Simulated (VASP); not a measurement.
# YbPdO2 (R-3m) in VASP: relaxation of shape and atoms at fixed volume with PBE+U

Aim: the relaxation of shape and atoms at fixed volume of YbPdO2 with PBE+U.

Everything below comes from runs of VASP 6.6.1. Logs are shortened: lines on timing, memory, paths and dates and some standing lists are left out, and cuts for length are marked.

### 1 The cell of the first run

The structure is trigonal, space group R-3m (No. 166). The conventional cell has a = 3.374 Å, b = 3.374 Å, c = 19.106 Å, α = 90.00°, β = 90.00°, γ = 120.00°. Pd (site symmetry -3m) has 2 O at 2.04 Å within 2.7 Å. Yb (site symmetry -3m) has 6 O at 2.26 Å within 3.0 Å. Within 2.7 Å of O (site symmetry 3m) lie 1 Pd at 2.04 Å and 3 Yb at 2.26 Å.

### 2 Relaxation of shape and atoms at fixed volume, PBE+U, collinear spin

Contents of INCAR:

```
PREC     = Accurate       # precision mode
ENCUT    = 600            # plane-wave cutoff, eV
EDIFF    = 1E-7           # SCF threshold, eV
ISMEAR   = 0              # smearing method
SIGMA    = 0.05           # smearing width, eV
LREAL    = False          # projectors in reciprocal space
LASPH    = True           # aspherical terms in the spheres
NELM     = 200            # most SCF steps
ALGO     = Normal         # electronic algorithm
ISIF     = 4              # what is computed and relaxed
LWAVE    = False          # write WAVECAR
LCHARG   = False          # write CHGCAR
ISPIN    = 2              # spin polarisation
MAGMOM   = 0.05 0 0 0     # initial moments
LORBIT   = 11             # projections on sites
LMAXMIX  = 6              # l up to which the mixer works
LDAU     = True           # DFT+U
LDAUTYPE = 2            
LDAUL    = -1 3 -1        # shell
LDAUU    = 0 6 0          # U, eV
LDAUJ    = 0 0 0        
LDAUPRINT= 1            
GGA      = PE             # functional
IBRION   = 2              # ionic algorithm
NSW      = 60             # ionic steps
EDIFFG   = -0.04          # ionic threshold
GGA_COMPAT= False        
NELMIN   = 4
```

Contents of KPOINTS:

```
regular mesh
0
Gamma
  6 6 6
```

Contents of POSCAR:

```
YbPdO2
1.0
    1.6867658046      0.9738546913      6.3685151170
   -1.6867658046      0.9738546913      6.3685151170
    0.0000000000     -1.9477093827      6.3685151170
Pd Yb O
1 1 2
Direct
    0.0000000000      0.0000000000      0.0000000000
    0.5000000000      0.5000000000      0.5000000000
    0.1066000000      0.1066000000      0.1066000000
    0.8934000000      0.8934000000      0.8934000000
```

Potentials or basis: VASP PAW PBE potentials, release 64 (Pd, Yb, O).

Command:

```console
> cat potpaw_PBE.64/Pd/POTCAR potpaw_PBE.64/Yb/POTCAR potpaw_PBE.64/O/POTCAR > POTCAR
> mpirun -np 1 vasp_std > vasp.out
```

OUTCAR:

```text
PREC = Accurate
   ENCUT = 600
   EDIFF = 1E-7
   ISMEAR = 0
   LREAL = False
   LASPH = True
   NELM = 200
   ISIF = 4
   ISPIN = 2
   LORBIT = 11
   GGA = PE
   IBRION = 2
   NSW = 60
   EDIFFG = -0.04
   NELMIN = 4

 ion  position               nearest neighbor table
   1  0.000  0.000  0.000-   3 2.04   4 2.04
   2  0.500  0.500  0.500-   3 2.26   4 2.26   3 2.26   3 2.26   4 2.26   4 2.26
   3  0.107  0.107  0.107-   1 2.04   2 2.26   2 2.26   2 2.26
   4  0.893  0.893  0.893-   1 2.04   2 2.26   2 2.26   2 2.26

  LATTYP: Found a trigonal (rhomboedric) cell.
 ALAT       =     6.6596964371
 COS(alpha) =     0.8716988040

  Lattice vectors:

 A1 = (   1.6867658046,   0.9738546913,   6.3685151170)
 A2 = (  -1.6867658046,   0.9738546913,   6.3685151170)
 A3 = (   0.0000000000,  -1.9477093827,   6.3685151170)

Analysis of symmetry for initial positions (statically):
=====================================================================
 Subroutine PRICEL returns:
 Original cell was already a primitive cell.

 Routine SETGRP: Setting up the symmetry group for a
 trigonal (rhombohedral) supercell.

 Subroutine GETGRP returns: Found 12 space group operations
 (whereof 12 operations were pure point group operations)
 out of a pool of 12 trial point group operations.

The static configuration has the point symmetry D_3d.

Analysis of symmetry for dynamics (positions and initial velocities):
=====================================================================
 Subroutine PRICEL returns:
 Original cell was already a primitive cell.

[... 349 lines left out ...]
 -0.0000  0.1149  0.0000  0.0000  0.9449  0.0000 -0.0000
 -0.0000  0.0000  0.1149 -0.0000  0.0000  0.7562  0.0000
  0.0000  0.0000  0.0000  0.0000 -0.0000  0.0000  0.9978

 occupancies and eigenvectors

  o =  0.7019  v =  0.0000  0.0000  0.0000  0.0000  0.0000  0.0000  0.0000  0.0000 -0.0000  0.4274 -0.0000  0.0000 -0.9041  0.0000      0.0000  0.0000  0.0000  0.0000  0.0000  0.0000  0.0000  0.0000  0.0000  0.0000  0.0000  0.0000  0.0000  0.0000
  o =  0.7019  v =  0.0000  0.0000  0.0000  0.0000  0.0000  0.0000  0.0000 -0.0000 -0.9041 -0.0000  0.0000  0.4274  0.0000  0.0000      0.0000  0.0000  0.0000  0.0000  0.0000  0.0000  0.0000  0.0000  0.0000  0.0000  0.0000  0.0000  0.0000  0.0000
  o =  0.9949  v =  0.0000  0.0000  0.0000  0.0000  0.0000  0.0000  0.0000 -0.6348 -0.0000  0.0000  0.7727 -0.0000  0.0000  0.0000      0.0000  0.0000  0.0000  0.0000  0.0000  0.0000  0.0000  0.0000  0.0000  0.0000  0.0000  0.0000  0.0000  0.0000
  o =  0.9957  v = -0.6373 -0.0000 -0.0000  0.7706 -0.0000  0.0000 -0.0000  0.0000  0.0000  0.0000  0.0000  0.0000  0.0000  0.0000      0.0000  0.0000  0.0000  0.0000  0.0000  0.0000  0.0000  0.0000  0.0000  0.0000  0.0000  0.0000  0.0000  0.0000
  o =  0.9978  v =  0.0000  0.0000  0.0000  0.0000  0.0000  0.0000  0.0000  0.0000  0.0000 -0.0000 -0.0000  0.0000 -0.0000  1.0000      0.0000  0.0000  0.0000  0.0000  0.0000  0.0000  0.0000  0.0000  0.0000  0.0000  0.0000  0.0000  0.0000  0.0000
  o =  0.9993  v =  0.0000  0.0000  0.0000  0.0000  0.0000  0.0000  0.0000  0.0000 -0.0000  0.9041  0.0000 -0.0000  0.4274  0.0000      0.0000  0.0000  0.0000  0.0000  0.0000  0.0000  0.0000  0.0000  0.0000  0.0000  0.0000  0.0000  0.0000  0.0000
  o =  0.9993  v =  0.0000  0.0000  0.0000  0.0000  0.0000  0.0000  0.0000  0.0000  0.4274  0.0000  0.0000  0.9041  0.0000 -0.0000      0.0000  0.0000  0.0000  0.0000  0.0000  0.0000  0.0000  0.0000  0.0000  0.0000  0.0000  0.0000  0.0000  0.0000
  o =  0.9994  v =  0.0000  0.0000  0.9785  0.0000  0.0000  0.2062  0.0000  0.0000  0.0000  0.0000  0.0000  0.0000  0.0000  0.0000      0.0000  0.0000  0.0000  0.0000  0.0000  0.0000  0.0000  0.0000  0.0000  0.0000  0.0000  0.0000  0.0000  0.0000
  o =  0.9994  v =  0.0000 -0.2062  0.0000 -0.0000 -0.9785  0.0000 -0.0000  0.0000  0.0000  0.0000  0.0000  0.0000  0.0000  0.0000      0.0000  0.0000  0.0000  0.0000  0.0000  0.0000  0.0000  0.0000  0.0000  0.0000  0.0000  0.0000  0.0000  0.0000
  o =  1.0036  v =  0.0000  0.0000  0.0000 -0.0000  0.0000 -0.0000 -1.0000  0.0000  0.0000  0.0000  0.0000  0.0000  0.0000  0.0000      0.0000  0.0000  0.0000  0.0000  0.0000  0.0000  0.0000  0.0000  0.0000  0.0000  0.0000  0.0000  0.0000  0.0000
  o =  1.0129  v = -0.0000  0.0000  0.2062 -0.0000 -0.0000 -0.9785  0.0000  0.0000  0.0000  0.0000  0.0000  0.0000  0.0000  0.0000      0.0000  0.0000  0.0000  0.0000  0.0000  0.0000  0.0000  0.0000  0.0000  0.0000  0.0000  0.0000  0.0000  0.0000
  o =  1.0129  v =  0.0000 -0.9785  0.0000  0.0000  0.2062 -0.0000 -0.0000  0.0000  0.0000  0.0000  0.0000  0.0000  0.0000  0.0000      0.0000  0.0000  0.0000  0.0000  0.0000  0.0000  0.0000  0.0000  0.0000  0.0000  0.0000  0.0000  0.0000  0.0000
  o =  1.0195  v =  0.0000  0.0000  0.0000  0.0000  0.0000  0.0000  0.0000 -0.7727 -0.0000  0.0000 -0.6348 -0.0000  0.0000 -0.0000      0.0000  0.0000  0.0000  0.0000  0.0000  0.0000  0.0000  0.0000  0.0000  0.0000  0.0000  0.0000  0.0000  0.0000
  o =  1.0220  v = -0.7706 -0.0000  0.0000 -0.6373  0.0000  0.0000  0.0000  0.0000  0.0000  0.0000  0.0000  0.0000  0.0000  0.0000      0.0000  0.0000  0.0000  0.0000  0.0000  0.0000  0.0000  0.0000  0.0000  0.0000  0.0000  0.0000  0.0000  0.0000

--------------------------------------- Ionic step        5  -------------------------------------------

 number of electron      46.0000001 magnetization       1.0424379

 Free energy of the ion-electron system (eV)
  ---------------------------------------------------
  ext. energy  EPLUGINS =         0.00000000
  ---------------------------------------------------
  free energy    TOTEN  =       -24.77920482 eV

  energy without entropy =      -24.77433653  energy(sigma->0) =      -24.77677068

 E-fermi :   2.6030     XC(G=0): -10.7715

 val. band max:        2.5987091908   @ k =  -0.3333   0.5000   0.1667
 cond. band min:       2.6170635451   @ k =  -0.3333   0.1667  -0.0000
 fundamental gap:      0.0183543543
 Fermi energy:         2.6029941272

 spin component 1

 k-point     1 :       0.0000    0.0000    0.0000
  band No.  band energies     occupation
      1     -47.6544      1.00000
      2     -20.3080      1.00000
      3     -19.5536      1.00000
      4     -19.5536      1.00000
      5     -15.3509      1.00000
      6     -14.0120      1.00000
[... 1466 lines left out ...]
  FREE ENERGIE OF THE ION-ELECTRON SYSTEM (eV)
  ---------------------------------------------------
  free  energy   TOTEN  =       -24.7792048186 eV

  energy  without entropy=      -24.7743365324  energy(sigma->0) =      -24.77677068

 reached required accuracy - stopping structural energy minimisation

 total charge

# of ion       s       p       d       f       tot
--------------------------------------------------
    1        0.390   0.370   8.412   0.000   9.171
    2        2.135   6.135   0.536  13.441  22.248
    3        1.555   3.458   0.000   0.000   5.013
    4        1.555   3.458   0.000   0.000   5.013
--------------------------------------------------
tot          5.635  13.421   8.948  13.441  41.445

 magnetization (x)

# of ion       s       p       d       f       tot
--------------------------------------------------
    1       -0.001  -0.002   0.178   0.000   0.175
    2        0.001   0.000  -0.000   0.631   0.631
    3        0.002   0.100   0.000   0.000   0.102
    4        0.002   0.100   0.000   0.000   0.102
--------------------------------------------------
tot          0.003   0.199   0.178   0.631   1.011
```

OSZICAR:

```text
N       E                     dE             d eps       ncg     rms          rms(c)
DAV:   1     0.439201641498E+03    0.43920E+03   -0.20364E+04  4996   0.123E+04
DAV:   2     0.499013957584E+02   -0.38930E+03   -0.37728E+03  4764   0.125E+03
DAV:   3    -0.223247830678E+02   -0.72226E+02   -0.69540E+02  5141   0.266E+02
[... 126 lines left out ...]
DAV:  10    -0.247792019748E+02    0.81032E-05   -0.76270E-05  6404   0.570E-01    0.110E-01
DAV:  11    -0.247792058706E+02   -0.38958E-05   -0.28273E-05  6600   0.199E-01    0.636E-02
DAV:  12    -0.247792048961E+02    0.97447E-06   -0.12304E-05  6725   0.171E-01    0.178E-02
DAV:  13    -0.247792047450E+02    0.15115E-06   -0.34323E-06  5253   0.104E-01    0.122E-02
DAV:  14    -0.247792048186E+02   -0.73611E-07   -0.80890E-07  4078   0.562E-02
   5 F= -.24779205E+02 E0= -.24776771E+02  d E =-.110270E-01  mag=     1.0424
```

Run time: 43 min. Hardware: 1 thread of Intel Xeon 6975P-C (Granite Rapids), shared host; peak memory 0.66 GiB.

What came out:

```yaml
Free_energy: -24.7792 eV
Energy_gained_by_relaxing: 15.1 meV/atom
Ionic_steps: 5
Pressure_after_relaxing: -2.7 GPa
Largest_force_after_relaxing: 0.032 eV/Å
Net_moment: 1.04 μB per cell
Site_moments: Pd +0.17; Yb +0.63; O +0.10 μB
Valence_electrons_inside_the_program's_atomic_spheres: Pd 9.17; Yb 22.25; O 5.01
```

Forces in eV/Å, atoms in the order of the input:
```
Pd   0.000  0.000  0.000
Yb   0.000  0.000  0.000
O    0.000  0.000 -0.032
O    0.000  0.000  0.032
```

Stress tensor (GPa, compression positive):
```
-2.55  0.00  0.00
 0.00 -2.55  0.00
 0.00  0.00 -2.88
```

The path:
| step | energy change (eV) | largest force (eV/Å) | pressure (GPa) | volume (Å³) |
| --- | --- | --- | --- | --- |
| 1 | 0.0000 | 0.1929 | -4.85 | 62.77 |
| 2 | -0.0462 | 0.5243 | -2.66 | 62.77 |
| 3 | -0.0495 | 0.3545 | -3.00 | 62.77 |
| 4 | -0.0582 | 0.1534 | -2.79 | 62.77 |
| 5 | -0.0605 | 0.0322 | -2.66 | 62.77 |

Final structure:
```cif
data_structure
_symmetry_space_group_name_H-M 'P 1'
_symmetry_Int_Tables_number 1
_cell_length_a 6.4680
_cell_length_b 6.4680
_cell_length_c 6.4680
_cell_angle_alpha 30.760
_cell_angle_beta 30.760
_cell_angle_gamma 30.760
_cell_volume 62.77
loop_
_atom_site_label
_atom_site_type_symbol
_atom_site_fract_x
_atom_site_fract_y
_atom_site_fract_z
_atom_site_occupancy
Pd1 Pd 0.00000 0.00000 0.00000 1
Yb1 Yb 0.50000 0.50000 0.50000 1
O1 O 0.10782 0.10782 0.10782 1
O2 O 0.89218 0.89218 0.89218 1
```

Eigenvalues of the final occupation matrices:
| site | spin | trace | eigenvalues |
| --- | --- | --- | --- |
| site 2 f | 1 | 7.05 | 1.00 1.00 1.00 1.00 1.01 1.01 1.02 |
| site 2 f | 2 | 6.41 | 0.70 0.70 0.99 1.00 1.00 1.00 1.02 |

Caveat: the k points lie up to 0.36 Å⁻¹ apart in the final cell; spin-orbit coupling is left out, which moves the levels of the heavy elements.
